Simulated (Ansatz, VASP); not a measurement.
**Two plane-wave programs on In**

File INCAR:

```
SYSTEM = In
ALGO     = Fast           ! electronic algorithm
EDIFF    = 1E-7           ! SCF threshold, eV
ENCUT    = 520            ! plane-wave cutoff, eV
GGA      = PS             ! functional
ISIF     = 2              ! what is computed and relaxed
ISMEAR   = 0              ! smearing method
LASPH    = .TRUE.         ! aspherical terms in the spheres
LCHARG   = .FALSE.        ! write CHGCAR
LREAL    = .FALSE.        ! projectors in reciprocal space
LWAVE    = .FALSE.        ! write WAVECAR
NBANDS   = 12             ! bands
NELM     = 60             ! most SCF steps
PREC     = Accurate       ! precision mode
SIGMA    = 0.15           ! smearing width, eV
```

KPOINTS

```
k-points
0
G
  20 20 20
  0 0 0
```

Contents of POSCAR:

```
In
1.0
   -1.6505422500      1.6505422500      2.5481685000
    1.6505422500     -1.6505422500      2.5481685000
    1.6505422500      1.6505422500     -2.5481685000
In
1
Direct
    0.0000000000      0.0000000000      0.0000000000
```

Input for Ansatz:

```yaml
crystal:
  lattice:
    - [-1.65054225, 1.65054225, 2.5481685]
    - [1.65054225, -1.65054225, 2.5481685]
    - [1.65054225, 1.65054225, -2.5481685]
  atoms:
    - { symbol: In, position: [0.0, 0.0, 0.0] }
basis:
  ecutwfc: 420
kpoints:
  mp_grid: { grid: [20, 20, 20] }
hamiltonian:
  xc: pbesol
scf:
  occupations: { method: gaussian, width: 0.15 }
output:
  forces: true
  stress: true
  eigenvalues: true
```

Change from the starting cell: strain +0.015 along x and y, +0.030 along z, atoms carried along.

Alike in both runs: task single point; functional PBEsol; k mesh 20 × 20 × 20; occupations gaussian, width 0.15 eV; no spin polarisation.

```csv
,VASP,Ansatz
version,VASP 6.6.1,Ansatz 0.2.0
potentials or method,"VASP PAW PBE potentials, release 64 (In_d), cutoff 520 eV","scalar-relativistic, plane waves, PAW"
valence electrons in the cell,13,13
```

Ansatz gave:

| Item | Value |
| --- | --- |
| gap on the k mesh at the Fermi level (eV) | none |
| pressure (GPa) | -3.0 |
| traceless stress, the component that is largest in VASP (GPa) | -0.14 |

Problem. Estimate VASP's values.

Solution. gap on the k mesh at the Fermi level (eV): none; pressure (GPa): -3.0; traceless stress, the component that is largest in VASP (GPa): -0.15.

VASP's potentials were made for PBE, not for PBEsol. A gap of «none» marks a metal or a gap that the smearing closes.
